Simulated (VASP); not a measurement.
## HfC: single point with PBEsol+D4

The system is HfC.

```
Hf C
1.0
     0.00000    2.32500    2.32500
     2.32500    0.00000    2.32500
     2.32500    2.32500    0.00000
Hf C
1 1
Direct
  0.50000 0.50000 0.50000
  0.00000 0.00000 0.00000
```

```json
{"Program": "VASP 6.6.1", "Task": "single point", "Functional": "PBEsol", "Dispersion": "D4", "Potentials or basis": "VASP PAW PBE potentials, release 64 (Hf_pv, C)", "Cutoff": "520 eV", "k mesh": "4 × 4 × 4", "Occupations": "fermi-dirac, width 0.05 eV", "Spin": "no spin polarisation"}
```

```json
{"Pressure": "-10.1 GPa", "Band gap on the k mesh": "zero (band 7 reaches 6.75 eV, above the bottom of band 8 at 5.34 eV)", "Dispersion energy per atom": "-0.144 eV"}
```

Levels at points of the mesh, in eV from the Fermi level:
```
           k point  band 4  band 5  band 6  band 7  band 8  band 9  band 10  band 11
(0.00, 0.00, 0.00)  -12.05    1.23    1.23    1.23    1.65    1.65     1.65     3.67
(0.50, 0.00, 0.00)   -8.27   -5.91   -2.74   -2.74    5.60    5.60     6.04     6.79
(0.50, 0.50, 0.00)  -10.13   -2.34   -1.53    0.14    0.14    5.60     7.04     7.04
```

Run time: 4.7 s on 1 thread of Intel(R) Xeon(R) Platinum 8488C (Sapphire Rapids), with other jobs on the host, peak memory 0.14 GiB.

Caveat: the k points lie up to 0.59 Å⁻¹ apart; the PAW data sets were made with another functional, which shifts forces and pressure a little; spin-orbit coupling is left out, which moves the levels of the heavy elements; pairwise dispersion overbinds metals, which lowers pressure and volume.
